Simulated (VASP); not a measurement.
# Ti (Fd-3m) in VASP: single point with PBE

Aim: the single point of Ti with PBE.

Everything below comes from runs of VASP 6.6.1. Logs are shortened: lines on timing, memory, paths and dates and some standing lists are left out, and cuts for length are marked.

### 1 The cell of the first run

The structure is cubic, space group Fd-3m (No. 227). The conventional cell has a = 5.721 Å, b = 5.721 Å, c = 5.721 Å, α = 90.00°, β = 90.00°, γ = 90.00°. Ti (site symmetry -43m) has 4 Ti at 2.48 Å within 3.3 Å.

### 2 Single point, PBE

The input, INCAR:

```
SYSTEM = Ti
  PREC = Accurate
  ENCUT = 520
  EDIFF = 1E-6
  ISMEAR = -1
  SIGMA = 0.13605693000000002
  LREAL = .FALSE.
  LASPH = .TRUE.
  NELM = 100
  ALGO = Normal
  ISIF = 2
  LWAVE = .FALSE.
  LCHARG = .FALSE.
  GGA = PE
  NBANDS = 19
```

The input, KPOINTS:

```
regular mesh
0
G
  8 8 8
  0 0 0
```

The input, POSCAR:

```
Ti
1.0
    0.0000000000      2.8605844242      2.8605844242
    2.8605844242      0.0000000000      2.8605844242
    2.8605844242      2.8605844242      0.0000000000
Ti
2
Direct
    0.0000000000      0.0000000000      0.0000000000
    0.2500000000      0.2500000000      0.2500000000
```

Potentials or basis: VASP PAW PBE potentials, release 64 (Ti_sv).

Launch:

```
$ cat potpaw_PBE.64/Ti_sv/POTCAR > POTCAR
$ mpirun -np 1 vasp_std > vasp.out
```

OUTCAR:

```text
SYSTEM = Ti
   PREC = Accurate
   ENCUT = 520
   EDIFF = 1E-6
   ISMEAR = -1
   LREAL = .FALSE.
   LASPH = .TRUE.
   NELM = 100
   ISIF = 2
   GGA = PE

 ion  position               nearest neighbor table
   1  0.000  0.000  0.000-   2 2.48   2 2.48   2 2.48   2 2.48
   2  0.250  0.250  0.250-   1 2.48   1 2.48   1 2.48   1 2.48

  LATTYP: Found a face centered cubic cell.
 ALAT       =     5.7211688484

  Lattice vectors:

 A1 = (   0.0000000000,   2.8605844242,   2.8605844242)
 A2 = (   2.8605844242,   0.0000000000,   2.8605844242)
 A3 = (   2.8605844242,   2.8605844242,   0.0000000000)

Analysis of symmetry for initial positions (statically):
=====================================================================
 Subroutine PRICEL returns:
 Original cell was already a primitive cell.

 Routine SETGRP: Setting up the symmetry group for a
 face centered cubic supercell.

 Subroutine GETGRP returns: Found 48 space group operations
 (whereof 24 operations were pure point group operations)
 out of a pool of 48 trial point group operations.

The static configuration has the point symmetry T_d .
 The point group associated with its full space group is O_h .

Analysis of symmetry for dynamics (positions and initial velocities):
=====================================================================
 Subroutine PRICEL returns:
 Original cell was already a primitive cell.

 Routine SETGRP: Setting up the symmetry group for a
 face centered cubic supercell.

 Subroutine GETGRP returns: Found 48 space group operations
 (whereof 24 operations were pure point group operations)
 out of a pool of 48 trial point group operations.

The dynamic configuration has the point symmetry T_d .
 The point group associated with its full space group is O_h .

 Subroutine INISYM returns: Found 48 space group operations
 (whereof 24 operations are pure point group operations),
 and found     1 'primitive' translations

----------------------------------------------------------------------------------------

                                     Primitive cell

  volume of cell :      46.8160

  direct lattice vectors                    reciprocal lattice vectors
     0.000000000  2.860584424  2.860584424    -0.174789458  0.174789458  0.174789458
     2.860584424  0.000000000  2.860584424     0.174789458 -0.174789458  0.174789458
     2.860584424  2.860584424  0.000000000     0.174789458  0.174789458 -0.174789458

  length of vectors
     4.045477289  4.045477289  4.045477289     0.302744221  0.302744221  0.302744221

  position of ions in fractional coordinates (direct lattice)
     0.000000000  0.000000000  0.000000000
     0.250000000  0.250000000  0.250000000

  ion indices of the primitive-cell ions
   primitive index   ion index
                 1           1
                 2           2

----------------------------------------------------------------------------------------

 KPOINTS: regular mesh

Automatic generation of k-mesh.
 Grid dimensions read from file:
 generate k-points for:    8    8    8

 Generating k-lattice:

  Cartesian coordinates                     Fractional coordinates (reciprocal lattice)
    -0.021848682  0.021848682  0.021848682     0.125000000  0.000000000  0.000000000
     0.021848682 -0.021848682  0.021848682     0.000000000  0.125000000  0.000000000
     0.021848682  0.021848682 -0.021848682     0.000000000  0.000000000  0.125000000

  Length of vectors
     0.037843028  0.037843028  0.037843028

  Shift w.r.t. Gamma in fractional coordinates (k-lattice)
     0.000000000  0.000000000  0.000000000

 Subroutine IBZKPT returns following result:
 ===========================================

 Found     29 irreducible k-points:

 Following reciprocal coordinates:
            Coordinates               Weight
  0.000000  0.000000  0.000000      1.000000
  0.125000  0.000000  0.000000      8.000000
  0.250000  0.000000  0.000000      8.000000
  0.375000  0.000000  0.000000      8.000000
  0.500000  0.000000  0.000000      4.000000
  0.125000  0.125000  0.000000      6.000000
[... 16 lines left out ...]
  0.500000  0.250000  0.125000     48.000000
 -0.375000  0.250000  0.125000     24.000000
 [... further k-points ...]
   k-points           NKPTS =     29   k-points in BZ     NKDIM =     29   number of bands    NBANDS=     19
   number of dos      NEDOS =    301   number of ions     NIONS =      2
   total plane-waves  NPLWV =  27000
   dimension x,y,z NGX =    30 NGY =   30 NGZ =   30
   dimension x,y,z NGXF=    60 NGYF=   60 NGZF=   60
   ions per type =               2
   NGX,Y,Z   is equivalent  to a cutoff of  12.33, 12.33, 12.33 a.u.
   NGXF,Y,Z  is equivalent  to a cutoff of  24.66, 24.66, 24.66 a.u.
 SYSTEM =  Ti
   PREC   = accura    normal or accurate (medium, high low for compatibility)
   ISTART =      0    job   : 0-new  1-cont  2-samecut
   ICHARG =      2    charge: 1-file 2-atom 10-const
   ISPIN  =      1    spin polarized calculation?
   LNONCOLLINEAR =      F non collinear calculations
   LSORBIT =      F    spin-orbit coupling
   LASPH  =      T    aspherical Exc in radial PAW
   ENCUT  =  520.0 eV  38.22 Ry    6.18 a.u.   7.52  7.52  7.52*2*pi/ulx,y,z
   NELM   =    100;   NELMIN=  2; NELMDL= -5     # of ELM steps
   EDIFF  = 0.1E-05   stopping-criterion for ELM
   LREAL  =      F    real-space projection
[... 7 lines left out ...]
   TEBEG  =    0.0;   TEEND  =   0.0 temperature during run
   PSTRESS=    0.0 pullay stress
   NELECT =      24.0000    total number of electrons
   NUPDOWN=      -1.0000    fix difference up-down
   EMIN   =  10.00;   EMAX   =-10.00  energy-range for DOS
   EFERMI =   0.00;   METHOD = LEGACY
   ISMEAR =    -1;   SIGMA  =   0.14  broadening in eV -4-tet -1-fermi 0-gaus
   EFERMI_NEDOS =   21; number of points for ismear=-14 and -15
   IALGO  =     38    algorithm
   IMIX   =      4    mixing-type and parameters
     AMIX     =   0.40;   BMIX     =  1.00
     AMIX_MAG =   1.60;   BMIX_MAG =  1.00
  volume/ion in A,a.u.               =      23.41       157.96
  Fermi-wavevector in a.u.,A,eV,Ry     =   1.310229  2.475973 23.357115  1.716700
  Thomas-Fermi vector in A             =   2.440773
   LORBIT       =      0    0 simple, 1 ext, 2 COOP (PROOUT), +10 PAW based schemes
   GGA     = PE    functional components
   LHFCALC =     F    Hartree Fock is set to
   AEXX    =    0.0000 exact exchange contribution
   IVDW    =     0    specifies the selected vdW correction
   LEPSILON=     F    determine dielectric tensor
   LRPA    =     F    only Hartree local field effects (RPA)
 non-spin polarized calculation
  energy-cutoff  :      520.00
  volume of cell :       46.82
 maximum number of plane-waves:      1283
   NGX = 15   NGY = 15   NGZ = 15

 number of electron      23.9999990 magnetization

 Free energy of the ion-electron system (eV)
  ---------------------------------------------------
  ext. energy  EPLUGINS =         0.00000000
  ---------------------------------------------------
  free energy    TOTEN  =       -11.17177543 eV

  energy without entropy =      -10.79188504  energy(sigma->0) =      -10.98183023

 E-fermi :   5.1634     XC(G=0):  -9.8563

 val. band max:        5.1572412945   @ k =  -0.3750   0.5000   0.1250
 cond. band min:       5.1685534715   @ k =   0.3750   0.1250   0.0000
 fundamental gap:      0.0113121771
 Fermi energy:         5.1633732769

 k-point     1 :       0.0000    0.0000    0.0000
  band No.  band energies     occupation
      1     -51.5449      2.00000
      2     -51.0831      2.00000
      3     -27.9881      2.00000
      4     -27.9881      2.00000
      5     -27.9881      2.00000
      6     -27.3001      2.00000
[... 11 lines left out ...]
     18       8.9694      0.00000
     19       8.9694      0.00000

 k-point     2 :       0.1250    0.0000    0.0000
  band No.  band energies     occupation
      1     -51.5320      2.00000
      2     -51.0964      2.00000
      3     -28.0017      2.00000
      4     -28.0017      2.00000
      5     -27.9886      2.00000
      6     -27.3019      2.00000
[... 11 lines left out ...]
     18       8.9534      0.00000
     19       8.9534      0.00000

 k-point     3 :       0.2500    0.0000    0.0000
  band No.  band energies     occupation
      1     -51.4973      2.00000
      2     -51.1323      2.00000
      3     -28.0323      2.00000
      4     -28.0323      2.00000
      5     -27.9906      2.00000
      6     -27.3053      2.00000
[... 11 lines left out ...]
     18       8.8799      0.00000
     19       8.8799      0.00000

 k-point     4 :       0.3750    0.0000    0.0000
  band No.  band energies     occupation
      1     -51.4538      2.00000
      2     -51.1770      2.00000
      3     -28.0606      2.00000
      4     -28.0606      2.00000
      5     -27.9938      2.00000
      6     -27.3073      2.00000
[... 11 lines left out ...]
     18       8.7059      0.00000
     19       8.7059      0.00000

 k-point     5 :       0.5000    0.0000    0.0000
  band No.  band energies     occupation
      1     -51.4309      2.00000
      2     -51.2003      2.00000
      3     -28.0717      2.00000
      4     -28.0717      2.00000
      5     -27.9955      2.00000
      6     -27.3076      2.00000
[... 11 lines left out ...]
     18       8.5500      0.00000
     19       8.5500      0.00000
[... 334 lines left out ...]
      2     -51.3161      2.00000
      3     -28.1568      2.00000
      4     -28.1568      2.00000
      5     -27.6541      2.00000
      6     -27.6541      2.00000
[... 11 lines left out ...]
     18       8.7624      0.00000
     19       9.4091      0.00000

 k-point    22 :       0.3750    0.2500    0.1250
  band No.  band energies     occupation
      1     -51.4660      2.00000
      2     -51.1645      2.00000
      3     -28.1017      2.00000
      4     -28.0682      2.00000
      5     -27.9030      2.00000
      6     -27.3931      2.00000
[... 11 lines left out ...]
     18       8.2828      0.00000
     19       9.1102      0.00000

 k-point    23 :       0.5000    0.2500    0.1250
  band No.  band energies     occupation
      1     -51.4223      2.00000
      2     -51.2091      2.00000
      3     -28.1395      2.00000
      4     -28.0930      2.00000
      5     -27.8642      2.00000
      6     -27.4316      2.00000
[... 11 lines left out ...]
     18       8.1077      0.00000
     19       9.0286      0.00000

 k-point    24 :      -0.3750    0.2500    0.1250
  band No.  band energies     occupation
      1     -51.3974      2.00000
      2     -51.2343      2.00000
      3     -28.1529      2.00000
      4     -28.1045      2.00000
      5     -27.8466      2.00000
      6     -27.4488      2.00000
[... 11 lines left out ...]
     18       8.5302      0.00000
     19       8.7979      0.00000

 [... further k-points ...]
[... 5 lines left out ...]
  --------------------------------------------------------------------------------------
  -------------------------------------------------------------------------------------
  Total        0.0311099      0.0311099      0.0311099     -0.0000000     -0.0000000     -0.0000000
  in kB        1.0646700      1.0646700      1.0646700     -0.0000000     -0.0000000     -0.0000000
  external PRESSURE =       1.0646700 kB  Pullay stress =       0.0000000 kB

 VOLUME and BASIS-vectors are now :
 -----------------------------------------------------------------------------
  energy-cutoff  :      520.00
  volume of cell :       46.82
      direct lattice vectors                 reciprocal lattice vectors
     0.000000000  2.860584424  2.860584424    -0.174789458  0.174789458  0.174789458
     2.860584424  0.000000000  2.860584424     0.174789458 -0.174789458  0.174789458
     2.860584424  2.860584424  0.000000000     0.174789458  0.174789458 -0.174789458

 POSITION                                       TOTAL-FORCE (eV/Angst)
 -----------------------------------------------------------------------------------
      0.00000      0.00000      0.00000        -0.000000     -0.000000     -0.000000
      1.43029      1.43029      1.43029         0.000000      0.000000      0.000000
 -----------------------------------------------------------------------------------
    total drift:                                0.000000      0.000000      0.000000

  FREE ENERGIE OF THE ION-ELECTRON SYSTEM (eV)
  ---------------------------------------------------
  free  energy   TOTEN  =       -11.1717754303 eV

  energy  without entropy=      -10.7918850364  energy(sigma->0) =      -10.98183023
```

It took 56 s on 1 thread of AMD EPYC 7R13, shared host; peak memory 0.14 GiB.

What came out:

* Free energy: -11.1718 eV
* Pressure: 0.1 GPa
* Band gap on the k mesh: zero (band 12 reaches 5.23 eV, above the bottom of band 13 at 5.04 eV)
